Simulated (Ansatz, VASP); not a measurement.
One calculation of CsCl, two programs

File POSCAR:

```
CsCl
1.0
    4.1767821397      0.0000000000      0.0000000000
    0.0000000000      4.1767821397      0.0000000000
    0.0000000000      0.0000000000      4.1767821397
Cs Cl
1 1
Direct
    0.0000000000      0.0000000000      0.0000000000
    0.5000000000      0.5000000000      0.5000000000
```

File INCAR.step1:

```
SYSTEM = CsCl
PREC     = Accurate       ! precision mode
ENCUT    = 550            ! plane-wave cutoff, eV
ISMEAR   = 0              ! smearing method
SIGMA    = 0.02           ! smearing width, eV
LREAL    = .FALSE.        ! projectors in reciprocal space
LASPH    = .TRUE.         ! aspherical terms in the spheres
NELM     = 120            ! most SCF steps
GGA      = PE             ! functional
ALGO     = Normal         ! electronic algorithm
EDIFF    = 1E-5           ! SCF threshold, eV
LWAVE    = .TRUE.         ! write WAVECAR
LCHARG   = .FALSE.        ! write CHGCAR
GGA_COMPAT= .FALSE.      
IBRION   = 2              ! ionic algorithm
ISIF     = 3              ! what is computed and relaxed
EDIFFG   = -0.005         ! ionic threshold
NELMIN   = 4            
NSW      = 100            ! ionic steps
```

File INCAR.step2:

```
SYSTEM = CsCl
PREC     = Accurate       ! precision mode
ENCUT    = 550            ! plane-wave cutoff, eV
EDIFF    = 1E-7           ! SCF threshold, eV
ISMEAR   = 0              ! smearing method
SIGMA    = 0.02           ! smearing width, eV
LREAL    = .FALSE.        ! projectors in reciprocal space
LASPH    = .TRUE.         ! aspherical terms in the spheres
NELM     = 120            ! most SCF steps
ALGO     = Normal         ! electronic algorithm
ISIF     = 3              ! what is computed and relaxed
LWAVE    = .FALSE.        ! write WAVECAR
LCHARG   = .FALSE.        ! write CHGCAR
METAGGA  = R2SCAN         ! meta-GGA
LMIXTAU  = .TRUE.       
IBRION   = 2              ! ionic algorithm
NSW      = 80             ! ionic steps
EDIFFG   = -0.01          ! ionic threshold
ISTART   = 1            
GGA_COMPAT= .FALSE.      
NELMIN   = 4
```

File KPOINTS:

```
Automatic mesh
0
G
  6 6 6
  0 0 0
```

Input for Ansatz:

```yaml
crystal:
  lattice:
    - [4.1767821397, 0.0, 0.0]
    - [0.0, 4.1767821397, 0.0]
    - [0.0, 0.0, 4.1767821397]
  atoms:
    - { symbol: Cs, position: [0.0, 0.0, 0.0] }
    - { symbol: Cl, position: [0.5, 0.5, 0.5] }
basis:
  ecutwfc: 500
kpoints:
  mp_grid: { grid: [6, 6, 6] }
hamiltonian:
  xc: r2scan
scf:
  occupations: { method: gaussian, width: 0.02 }
output:
  forces: true
  stress: true
  eigenvalues: true
relax:
  adjacent_minimum: "off"
  f_tol: 0.01
  max_steps: 60
  cell: { stress_tol: 0.1 }
```

Alike in both runs: task relaxation of cell and atoms; functional r2SCAN; k mesh 6 × 6 × 6; occupations gaussian, width 0.02 eV; no spin polarisation.

|  | VASP | Ansatz |
| --- | --- | --- |
| version | VASP 6.6.1 | Ansatz 0.2.0 |
| potentials or method | VASP PAW PBE potentials, release 64 (Cs_sv, Cl), cutoff 550 eV | scalar-relativistic, plane waves, PAW |
| valence electrons in the cell | 16 | 16 |

Ansatz gave:

- gap on the k mesh at the Fermi level, each at its own relaxed structure (eV): 5.91
- relaxed volume (Å³/atom): 35.46
- relaxed cell length with the largest relative difference (Å): 4.139

Estimate VASP's values.

gap on the k mesh at the Fermi level, each at its own relaxed structure (eV): 5.91; relaxed volume (Å³/atom): 35.56; relaxed cell length with the largest relative difference (Å): 4.143.

VASP's potentials were made for PBE, not for r2SCAN.

Spin-orbit coupling is off throughout.
